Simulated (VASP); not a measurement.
Input of a VASP 6.6.1 run:

The input INCAR:

```
SYSTEM = TiSi2
ALGO     = Normal         ! electronic algorithm
EDIFF    = 1E-6           ! SCF threshold, eV
ENCUT    = 520            ! plane-wave cutoff, eV
GGA      = PS             ! functional
ISIF     = 2              ! what is computed and relaxed
ISMEAR   = 0              ! smearing method
LASPH    = .True.         ! aspherical terms in the spheres
LCHARG   = .True.         ! write CHGCAR
LELF     = .True.         ! ELF
LREAL    = .False.        ! projectors in reciprocal space
LVHAR    = .True.       
LWAVE    = .False.        ! write WAVECAR
NBANDS   = 29             ! bands
NELM     = 60             ! most SCF steps
PREC     = Accurate       ! precision mode
SIGMA    = 0.15           ! smearing width, eV
```

The input KPOINTS:

```
k-points
0
Gamma
  14 14 12
  0 0 0
```

File POSCAR:

```
TiSi2
1.0
    1.7581879292     -6.4972748085      0.0000000000
    1.7581879292      6.4972748085      0.0000000000
    0.0000000000      0.0000000000      3.5550617896
Ti Si
2 4
Direct
    0.8975108623      0.1024891377      0.7500000000
    0.1024891377      0.8975108623      0.2500000000
    0.5599809709      0.4400190291      0.7500000000
    0.4400190291      0.5599809709      0.2500000000
    0.2497198722      0.7502801278      0.7500000000
    0.7502801278      0.2497198722      0.2500000000
```

Potentials or basis: VASP PAW PBE potentials, release 64 (Ti_sv, Si).

The run is started by

```sh
$ cat potpaw_PBE.64/Ti_sv/POTCAR potpaw_PBE.64/Si/POTCAR > POTCAR
$ mpirun -np 1 vasp_std > vasp.out
```

Problem. Estimate the largest force.

Solution. 0.322 eV/Å.

Problem. What does it give for the band gap on the k mesh?

Solution. Zero (bands 20 and 21 overlap by 1.06 eV).

Problem. Predict the pressure.

Solution. 3.9 GPa.

Stress tensor (GPa, compression positive):
```
1.65 0.00 0.00
0.00 7.80 0.00
0.00 0.00 2.34
```

Caveat: the stress differs along the axes, from 2 to 8 GPa; the PAW data sets were made with another functional, which shifts forces and pressure a little.
